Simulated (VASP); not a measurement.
## Si2C: relaxation of cell and atoms with PBE

The system is Si2C.

```
Si C
1.0
     3.68141    0.00000    0.00000
    -1.84070    3.18819    0.00000
     0.00000    0.00000    7.52362
Si C
4 2
Direct
  0.50000 0.00000 0.50000
  0.00000 0.50000 0.50000
  0.50000 0.50000 0.50000
  0.00000 0.00000 0.00000
  0.00000 0.00000 0.18329
  0.00000 0.00000 0.81671
```

```
Program                : VASP 6.6.1
Task                   : relaxation of cell and atoms
Functional             : PBE
Potentials or basis    : VASP PAW PBE potentials, release 64 (Si, C)
Cutoff                 : 600 eV
k mesh                 : 6 × 6 × 2
Occupations            : gaussian, width 0.1 eV
Spin                   : no spin polarisation
Dipole correction      : no
Further INCAR settings : ALGO = Normal; EDIFF = 1e-06; IBRION = 2; EDIFFG = -0.04; NSW = 90; ISIF = 3
```

```
Relaxed volume                         : 18.95 Å³/atom
Relaxed cell                           : a = 4.703 Å, b = 4.703 Å, c = 5.934 Å, α = 90.00°, β = 90.00°, γ = 120.00°
Space group after relaxing (to 0.05 Å) : P6/mmm (No. 191)
Energy gained by relaxing              : 3668.0 meV/atom
Ionic steps                            : 17
Pressure after relaxing                : 0.0 GPa
Largest force after relaxing           : 0.024 eV/Å
Band gap on the k mesh                 : zero (band 12 reaches 5.44 eV, above the bottom of band 13 at 2.56 eV)
```

Forces on the atoms (eV/Å):
```
Si   0.000  0.000  0.000
Si   0.000  0.000  0.000
Si   0.000  0.000  0.000
Si   0.000  0.000  0.000
C    0.000  0.000  0.024
C    0.000  0.000 -0.024
```

Step by step:
```csv
step,energy change (eV),largest force (eV/Å),pressure (GPa),volume (Å³)
1,0.0000,25.2427,109.69,88.30
2,-10.7189,1.3334,-8.08,289.83
3,-11.8871,1.2767,-8.21,260.27
4,-12.8055,1.1015,-8.41,237.70
5,-15.8074,0.0873,-0.65,150.89
6,-15.8150,0.3055,1.08,145.71
7,-19.1340,1.1618,-7.60,151.99
8,-20.5112,0.5119,-9.61,153.26
9,-20.6891,6.6208,2.71,123.57
10,-21.2302,2.2073,-5.05,135.72
11,-21.9783,0.5280,-0.32,116.13
12,-21.9840,0.3907,0.41,114.45
13,-21.9999,0.0454,-0.30,114.81
14,-22.0020,0.1289,-0.67,115.01
15,-22.0066,0.1681,0.06,113.83
16,-22.0075,0.0769,-0.16,114.16
17,-22.0081,0.0240,0.01,113.69
```

Final structure:
```
CELL_PARAMETERS angstrom
4.70336 0.00000 0.00000
-2.35168 4.07323 0.00000
0.00000 0.00000 5.93447
ATOMIC_POSITIONS crystal
Si 0.50000 0.00000 0.50000
Si 0.00000 0.50000 0.50000
Si 0.50000 0.50000 0.50000
Si 0.00000 0.00000 0.00000
C 0.00000 0.00000 0.29948
C 0.00000 0.00000 0.70052
```

Levels at points of the mesh, in eV from the Fermi level:
```
           k point  band 8  band 9  band 10  band 11  band 12  band 13  band 14  band 15  band 16
(0.00, 0.00, 0.00)   -3.68   -3.68    -2.63    -1.08    -1.08     0.65     0.65     0.74     1.27
(0.50, 0.00, 0.00)   -2.32   -1.63    -1.01    -0.50    -0.42     0.70     1.15     1.48     2.70
(0.00, 0.00, 0.50)   -3.94   -3.65    -3.65    -2.12    -2.12    -1.75     2.65     3.03     3.03
(0.50, 0.00, 0.50)   -3.21   -2.60    -1.09    -0.40     0.09     0.92     1.04     1.50     3.18
```

It took 3.3 min on 1 thread of Intel(R) Xeon(R) 6975P-C (Granite Rapids), on a shared host, peak memory 0.22 GiB.

Caveat: the k points lie up to 0.53 Å⁻¹ apart in the final cell; the volume moved by over 15 % at a fixed basis, so the end points are rough.
